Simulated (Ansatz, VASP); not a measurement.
# Ga: VASP beside Ansatz

File POSCAR:

```
Ga
1.0
   -1.4461200000      1.4461200000      2.1955650000
    1.4461200000     -1.4461200000      2.1955650000
    1.4461200000      1.4461200000     -2.1955650000
Ga
1
Direct
    0.0000000000      0.0000000000      0.0000000000
```

INCAR.step1

```
ALGO = Normal
EDIFF = 1E-4
ENCUT = 520
GGA = PE
ISMEAR = 0
LASPH = True
LCHARG = False
LREAL = False
LWAVE = True
NBANDS = 12
NELM = 60
PREC = Accurate
SIGMA = 0.15
```

File INCAR.step2:

```
ALGO = Normal
EDIFF = 1E-6
ENCUT = 520
ISIF = 2
ISMEAR = 0
ISTART = 1
LASPH = True
LCHARG = True
LELF = True
LMIXTAU = True
LREAL = False
LVHAR = True
LWAVE = False
METAGGA = R2SCAN
NBANDS = 12
NELM = 60
PREC = Accurate
SIGMA = 0.15
```

File KPOINTS:

```
k-points
0
Gamma
  24 24 24
```

Input for Ansatz:

```yaml
crystal:
  lattice:
    - [-1.44612, 1.44612, 2.195565]
    - [1.44612, -1.44612, 2.195565]
    - [1.44612, 1.44612, -2.195565]
  atoms:
    - { symbol: Ga, position: [0.0, 0.0, 0.0] }
basis:
  ecutwfc: 500
kpoints:
  mp_grid: { grid: [24, 24, 24] }
hamiltonian:
  xc: r2scan
scf:
  occupations: { method: gaussian, width: 0.15 }
output:
  forces: true
  stress: true
  eigenvalues: true
```

Change from the starting cell: strain +0.030 along x and y, -0.015 along z, atoms carried along.

Alike in both runs: task single point; functional r2SCAN; k mesh 24 × 24 × 24; occupations gaussian, width 0.15 eV; no spin polarisation.

|  | VASP | Ansatz |
| --- | --- | --- |
| version | VASP 6.6.1 | Ansatz 0.2.0 |
| potentials or method | VASP PAW PBE potentials, release 64 (Ga_d), cutoff 520 eV | scalar-relativistic, plane waves, PAW |
| valence electrons in the cell | 13 | 13 |

|  | VASP | Ansatz | Ansatz less VASP |
| --- | --- | --- | --- |
| gap on the k mesh at the Fermi level (eV) | none | none | - |
| pressure (GPa) | -1.5 | -1.6 | -0.07 |
| traceless stress, the component that is largest in VASP (GPa) | 0.24 | 0.23 | -0.005 |

VASP's potentials were made for PBE, not for r2SCAN. A gap of «none» marks a metal or a gap that the smearing closes.
